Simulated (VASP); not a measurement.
# Ti (Im-3m) in VASP: a series of runs, part 2 of 2

VASP 6.6.1. The steps go on from the part before.

**3. Single point, r2SCAN (volume scaled by 1.06)**

Input file POSCAR:

```
Ti
1.0
   -1.6577832578      1.6577832578      1.6577832578
    1.6577832578     -1.6577832578      1.6577832578
    1.6577832578      1.6577832578     -1.6577832578
Ti
1
Direct
    0.0000000000      0.0000000000      0.0000000000
```

Input file INCAR.step1:

```
SYSTEM = Ti
ALGO = Normal
EDIFF = 1E-4
ENCUT = 520
GGA = PE
ISMEAR = 0
LASPH = .TRUE.
LCHARG = .FALSE.
LREAL = .FALSE.
LWAVE = .TRUE.
NBANDS = 12
NELM = 60
PREC = Accurate
SIGMA = 0.1
```

Input file INCAR.step2:

```
SYSTEM = Ti
ALGO = Normal
EDIFF = 1E-6
ENCUT = 520
ISIF = 2
ISMEAR = 0
ISTART = 1
LASPH = .TRUE.
LCHARG = .FALSE.
LMIXTAU = .TRUE.
LREAL = .FALSE.
LWAVE = .FALSE.
METAGGA = R2SCAN
NBANDS = 12
NELM = 60
PREC = Accurate
SIGMA = 0.1
```

Input file KPOINTS:

```
k-points
0
G
  18 18 18
  0 0 0
```

Potentials or basis: VASP PAW PBE potentials, release 64 (Ti_sv).

Started as:

```bash
> cat potpaw_PBE.64/Ti_sv/POTCAR > POTCAR
> cp INCAR.step1 INCAR
> mpirun -np 1 vasp_std > vasp.out
> cp INCAR.step2 INCAR
> mpirun -np 1 vasp_std > vasp.out
```

OUTCAR:

```text
SYSTEM = Ti
   EDIFF = 1E-6
   ENCUT = 520
   ISIF = 2
   ISMEAR = 0
   ISTART = 1
   LASPH = .TRUE.
   LREAL = .FALSE.
   METAGGA = R2SCAN
   NELM = 60
   PREC = Accurate

 ion  position               nearest neighbor table
   1  0.000  0.000  0.000-

  LATTYP: Found a body centered cubic cell.
 ALAT       =     3.3155665156

  Lattice vectors:

 A1 = (  -1.6577832578,   1.6577832578,   1.6577832578)
 A2 = (   1.6577832578,  -1.6577832578,   1.6577832578)
 A3 = (   1.6577832578,   1.6577832578,  -1.6577832578)

Analysis of symmetry for initial positions (statically):
=====================================================================
 Subroutine PRICEL returns:
 Original cell was already a primitive cell.

 Routine SETGRP: Setting up the symmetry group for a
 body centered cubic supercell.

 Subroutine GETGRP returns: Found 48 space group operations
 (whereof 48 operations were pure point group operations)
 out of a pool of 48 trial point group operations.

The static configuration has the point symmetry O_h .

Analysis of symmetry for dynamics (positions and initial velocities):
=====================================================================
 Subroutine PRICEL returns:
 Original cell was already a primitive cell.

 Routine SETGRP: Setting up the symmetry group for a
 body centered cubic supercell.

 Subroutine GETGRP returns: Found 48 space group operations
 (whereof 48 operations were pure point group operations)
 out of a pool of 48 trial point group operations.

The dynamic configuration has the point symmetry O_h .

 Subroutine INISYM returns: Found 48 space group operations
 (whereof 48 operations are pure point group operations),
 and found     1 'primitive' translations

----------------------------------------------------------------------------------------

                                     Primitive cell

  volume of cell :      18.2240
[... 113 lines left out ...]
   LHFCALC =     F    Hartree Fock is set to
   AEXX    =    0.0000 exact exchange contribution
   IVDW    =     0    specifies the selected vdW correction
   LEPSILON=     F    determine dielectric tensor
   LRPA    =     F    only Hartree local field effects (RPA)
 non-spin polarized calculation
 Gauss-broadening in eV      SIGMA  =   0.10
  energy-cutoff  :      520.00
  volume of cell :       18.22
 maximum number of plane-waves:       531
 NGX is ok and might be reduce to    24
   NGX = 11   NGY = 11   NGZ = 11

 number of electron      12.0000004 magnetization

 Free energy of the ion-electron system (eV)
  ---------------------------------------------------
  ext. energy  EPLUGINS =         0.00000000
  ---------------------------------------------------
  free energy    TOTEN  =       -12.80272865 eV

  energy without entropy =      -12.79140489  energy(sigma->0) =      -12.79706677

 E-fermi :   7.6277     XC(G=0): -12.1561

 val. band max:        7.6231865624   @ k =  -0.3333   0.3889   0.0556
 cond. band min:       7.6284420169   @ k =   0.3333   0.1111   0.1111
 fundamental gap:      0.0052554545
 Fermi energy:         7.6277071262

 k-point     1 :       0.0000    0.0000    0.0000
  band No.  band energies     occupation
      1     -51.3941      2.00000
      2     -26.2476      2.00000
      3     -26.2476      2.00000
      4     -26.2475      2.00000
      5       1.3880      2.00000
      6       8.7172      0.00000
      7       8.7172      0.00000
      8       8.7173      0.00000
      9      10.3955      0.00000
     10      10.3955      0.00000
     11      25.3699      0.00000
     12      25.3699      0.00000
[... 331 lines left out ...]
 k-point    24 :       0.3889    0.1111   -0.0000
  band No.  band energies     occupation
      1     -51.2815      2.00000
      2     -26.8034      2.00000
      3     -26.4490      2.00000
      4     -26.2764      2.00000
      5       5.3541      2.00000
      6       7.3691      1.99975
      7       7.9332      0.00002
      8      10.3226      0.00000
      9      10.8353      0.00000
     10      12.1383      0.00000
     11      16.6218      0.00000
     12      20.7859      0.00000

 [... further k-points ...]

------------------------ aborting loop because EDIFF is reached ----------------------------------------

  FORCE on cell =-STRESS in cart. coord.  units (eV):
  Direction    XX          YY          ZZ          XY          YZ          ZX
  --------------------------------------------------------------------------------------
  -------------------------------------------------------------------------------------
  Total       -0.6428241     -0.6428241     -0.6428241      0.0000000      0.0000000      0.0000000
  in kB      -56.5144527    -56.5144527    -56.5144527      0.0000000      0.0000000      0.0000000
  external PRESSURE =     -56.5144527 kB  Pullay stress =       0.0000000 kB

 VOLUME and BASIS-vectors are now :
 -----------------------------------------------------------------------------
  energy-cutoff  :      520.00
  volume of cell :       18.22
      direct lattice vectors                 reciprocal lattice vectors
    -1.657783258  1.657783258  1.657783258     0.000000000  0.301607582  0.301607582
     1.657783258 -1.657783258  1.657783258     0.301607582  0.000000000  0.301607582
     1.657783258  1.657783258 -1.657783258     0.301607582  0.301607582  0.000000000

 POSITION                                       TOTAL-FORCE (eV/Angst)
 -----------------------------------------------------------------------------------
      0.00000      0.00000      0.00000         0.000000      0.000000      0.000000
 -----------------------------------------------------------------------------------
    total drift:                                0.000000      0.000000      0.000000

  FREE ENERGIE OF THE ION-ELECTRON SYSTEM (eV)
  ---------------------------------------------------
  free  energy   TOTEN  =       -12.8027286520 eV

  energy  without entropy=      -12.7914048859  energy(sigma->0) =      -12.79706677
```

It took 1.7 min on 1 thread of Intel Xeon Platinum 8259CL at 2.50GHz (Skylake/Cascade Lake), shared host; peak memory 0.17 GiB.

Results:

- Free energy: -12.8027 eV
- Pressure: -5.7 GPa
- Band gap on the k mesh: zero (band 6 reaches 8.72 eV, above the bottom of band 7 at 6.95 eV)

Levels at points of the mesh, in eV from the Fermi level:
```
           k point  band 2  band 3  band 4  band 5  band 6  band 7  band 8  band 9  band 10  band 11
(0.00, 0.00, 0.00)  -33.88  -33.88  -33.88   -6.24    1.09    1.09    1.09    2.77     2.77    17.74
(0.50, 0.00, 0.00)  -34.47  -34.06  -33.88   -2.46   -0.29    0.82    2.76    3.10     4.22     8.63
(0.50, 0.50, 0.50)  -34.28  -34.28  -34.28   -2.10   -2.10    3.88    3.88    3.88     8.35     8.35
```

Caveat: the cell differs from its parent crystal (volume scaled by 1.06); the PAW data sets were made with another functional, which shifts forces and pressure a little.

**4. Single point, r2SCAN**

This run uses another cell than the first one, of 17.19 Å³/atom, 0.971 times its volume.

Input file POSCAR:

```
Ti
1.0
   -1.6258948694      1.6258948694      1.6258948694
    1.6258948694     -1.6258948694      1.6258948694
    1.6258948694      1.6258948694     -1.6258948694
Ti
1
Direct
    0.0000000000      0.0000000000      0.0000000000
```

Input file INCAR.step1:

```
SYSTEM = Ti
PREC = Accurate ; ENCUT = 520
ISMEAR = 0 ; SIGMA = 0.1
LREAL = .False. ; LASPH = .True.
NELM = 100 ; NBANDS = 12
GGA = PE ; ALGO = Normal
EDIFF = 1E-4 ; LWAVE = .True.
LCHARG = .False.
```

Input file INCAR.step2:

```
SYSTEM = Ti
PREC = Accurate ; ENCUT = 520
EDIFF = 1E-7 ; ISMEAR = 0
SIGMA = 0.1 ; LREAL = .False.
LASPH = .True. ; NELM = 100
ALGO = Normal ; ISIF = 2
LWAVE = .False. ; LCHARG = .False.
METAGGA = R2SCAN ; LMIXTAU = .True.
NBANDS = 12 ; ISTART = 1
```

Input file KPOINTS:

```
Automatic mesh
0
Gamma
  18 18 18
  0 0 0
```

Started as:

```bash
> cat potpaw_PBE.64/Ti_sv/POTCAR > POTCAR
> cp INCAR.step1 INCAR
> mpirun -np 1 vasp_std > vasp.out
> cp INCAR.step2 INCAR
> mpirun -np 1 vasp_std > vasp.out
```

Run time: 2.5 min. Hardware: 1 thread of Intel Xeon Platinum 8259CL at 2.50GHz (Skylake/Cascade Lake), shared host; peak memory 0.17 GiB.

It converged, with:

```yaml
Free_energy: -12.8194 eV
Pressure: 0.4 GPa
Band_gap_on_the_k_mesh: zero (band 6 reaches 9.38 eV, above the bottom of band 7 at 7.54 eV)
```

Levels at points of the mesh, in eV from the Fermi level:
```csv
k point,band 3,band 4,band 5,band 6,band 7,band 8,band 9,band 10
"(0.00, 0.00, 0.00)",-33.68,-33.68,-6.36,1.15,1.15,1.15,2.95,2.95
"(0.50, 0.00, 0.00)",-33.90,-33.69,-2.61,-0.34,0.99,2.96,3.32,4.54
"(0.50, 0.50, 0.50)",-34.17,-34.17,-2.31,-2.31,4.17,4.17,4.17,8.84
```

Caveat: the PAW data sets were made with another functional, which shifts forces and pressure a little.

**5. Relaxation of cell and atoms, r2SCAN**

Input file POSCAR:

```
Ti
1.0
   -1.6410000000      1.6410000000      1.6410000000
    1.6410000000     -1.6410000000      1.6410000000
    1.6410000000      1.6410000000     -1.6410000000
Ti
1
Direct
    0.0000000000      0.0000000000      0.0000000000
```

Input file INCAR.step1:

```
SYSTEM = Ti
  PREC = Accurate
  ENCUT = 600
  ISMEAR = 0
  SIGMA = 0.1
  LREAL = .False.
  LASPH = .True.
  NELM = 100
  GGA = PE
  ALGO = Normal
  EDIFF = 1E-4
  LWAVE = .True.
  LCHARG = .False.
```

Input file INCAR.step2:

```
SYSTEM = Ti
  PREC = Accurate
  ENCUT = 600
  EDIFF = 1E-6
  ISMEAR = 0
  SIGMA = 0.1
  LREAL = .False.
  LASPH = .True.
  NELM = 100
  ALGO = Normal
  ISIF = 3
  LWAVE = .False.
  LCHARG = .False.
  METAGGA = R2SCAN
  LMIXTAU = .True.
  IBRION = 2
  NSW = 100
  EDIFFG = -0.005
  ISTART = 1
```

KPOINTS is that of step 4.

Started as:

```bash
> cat potpaw_PBE.64/Ti_sv/POTCAR > POTCAR
> cp INCAR.step1 INCAR
> mpirun -np 1 vasp_std > vasp.out
> cp INCAR.step2 INCAR
> mpirun -np 1 vasp_std > vasp.out
```

It took 11 min on 1 thread of Intel Xeon Platinum 8259CL at 2.50GHz (Skylake/Cascade Lake), shared host; peak memory 0.19 GiB.

It converged, with:

```
Free energy                            : -12.8193 eV
Relaxed volume                         : 17.25 Å³/atom
Relaxed cell                           : a = 2.819 Å, b = 2.819 Å, c = 2.819 Å, α = 109.47°, β = 109.47°, γ = 109.47°
Space group after relaxing (to 0.05 Å) : Im-3m (No. 229)
Energy gained by relaxing              : 3.3 meV/atom
Ionic steps                            : 10
Pressure after relaxing                : 0.0 GPa
Band gap on the k mesh                 : zero (band 6 reaches 9.35 eV, above the bottom of band 7 at 7.50 eV)
```

The path:
| step | energy change (eV) | largest force (eV/Å) | pressure (GPa) | volume (Å³) |
| --- | --- | --- | --- | --- |
| 1 | 0.0000 | 0.0000 | -2.54 | 17.68 |
| 2 | -0.0015 | 0.0000 | 1.98 | 16.97 |
| 3 | -0.0033 | 0.0000 | 0.28 | 17.26 |
| 4 | -0.0033 | 0.0000 | -0.19 | 17.30 |
| 5 | -0.0033 | 0.0000 | -0.31 | 17.29 |
| 6 | -0.0033 | 0.0000 | -0.19 | 17.27 |
| 7 | -0.0033 | 0.0000 | -0.10 | 17.27 |
| 8 | -0.0033 | 0.0000 | -0.06 | 17.27 |
| 9 | -0.0033 | 0.0000 | -0.06 | 17.26 |
| 10 | -0.0033 | 0.0000 | -0.02 | 17.25 |

Final structure:
```
CELL_PARAMETERS angstrom
-1.62761 1.62761 1.62761
1.62761 -1.62761 1.62761
1.62761 1.62761 -1.62761
ATOMIC_POSITIONS crystal
Ti 0.00000 0.00000 0.00000
```

Levels at points of the mesh, in eV from the Fermi level:
```
           k point  band 2  band 3  band 4  band 5  band 6  band 7  band 8  band 9  band 10
(0.00, 0.00, 0.00)  -33.69  -33.69  -33.69   -6.36    1.15    1.15    1.15    2.94     2.94
(0.50, 0.00, 0.00)  -34.40  -33.91  -33.70   -2.60   -0.34    0.98    2.95    3.31     4.52
(0.50, 0.50, 0.50)  -34.17  -34.17  -34.17   -2.29   -2.29    4.16    4.16    4.16     8.81
```

Caveat: the PAW data sets were made with another functional, which shifts forces and pressure a little.

**6. The runs side by side**

| task | cell | cutoff (eV) | gap on the mesh (eV) | pressure (GPa) |
| --- | --- | --- | --- | --- |
| single point | a = 2.844 Å, angles 109.5°, 1 atom | 520 | none | -2.9 |
| single point | a = 2.871 Å, angles 109.5°, 1 atom | 520 | none | -5.7 |
| single point | a = 2.816 Å, angles 109.5°, 1 atom | 520 | none | 0.4 |
| relaxation of cell and atoms | relaxed from a = 2.842 Å, angles 109.5°, 1 atom | 600 | none | 0.0 |

Alike in all rows: level r2SCAN; potentials or basis VASP PAW PBE potentials, release 64 (Ti_sv); no spin polarisation; k mesh 18 × 18 × 18; smearing gaussian 0.1 eV.

Caveats: the PAW data sets were made with another functional, which shifts forces and pressure a little.

Total energies depend on the potentials used, so only differences within one code and one set of settings carry meaning.
